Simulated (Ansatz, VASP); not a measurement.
# One calculation of BN, two programs

The input INCAR:

```
SYSTEM = BN
PREC = Accurate
ENCUT = 600
EDIFF = 1E-6
ISMEAR = -1
SIGMA = 0.1
LREAL = .FALSE.
LASPH = .TRUE.
NELM = 120
ALGO = Normal
ISIF = 2
LWAVE = .FALSE.
LCHARG = .FALSE.
NBANDS = 11
GGA_COMPAT = .FALSE.
```

KPOINTS

```
Automatic mesh
0
G
  8 8 8
  0 0 0
```

File POSCAR:

```
BN
1.0
    0.0000000000      1.8075000000      1.8075000000
    1.8075000000      0.0000000000      1.8075000000
    1.8075000000      1.8075000000      0.0000000000
B N
1 1
Direct
    0.0000000000      0.0000000000      0.0000000000
    0.2500000000      0.2500000000      0.2500000000
```

Input for Ansatz:

```yaml
crystal:
  lattice:
    - [0.0, 1.8075, 1.8075]
    - [1.8075, 0.0, 1.8075]
    - [1.8075, 1.8075, 0.0]
  atoms:
    - { symbol: B, position: [0.0, 0.0, 0.0] }
    - { symbol: "N", position: [0.25, 0.25, 0.25] }
basis:
  ecutwfc: 500.0
kpoints:
  mp_grid:
    grid: [8, 8, 8]
hamiltonian:
  xc: lda
  pseudopotentials:
    kind: paw
scf:
  occupations:
    method: fermi_dirac
output:
  stress: true
```

Alike in both runs: task single point; functional LDA; k mesh 8 × 8 × 8; no spin polarisation.

|  | VASP | Ansatz |
| --- | --- | --- |
| version | VASP 6.6.1 | Ansatz 0.2.0 |
| potentials or method | VASP PAW LDA potentials, release 64 (B, N), cutoff 600 eV | plane waves, PAW |
| occupations | fermi-dirac, width 0.1 eV | fermi-dirac |
| valence electrons in the cell | 8 | 8 |

```tsv
	VASP	Ansatz	Ansatz less VASP
pressure (GPa)	-10.3	-10.9	-0.63
```

LDA's correlation is that of Perdew and Zunger in VASP and of Perdew and Wang (1992) in Ansatz.
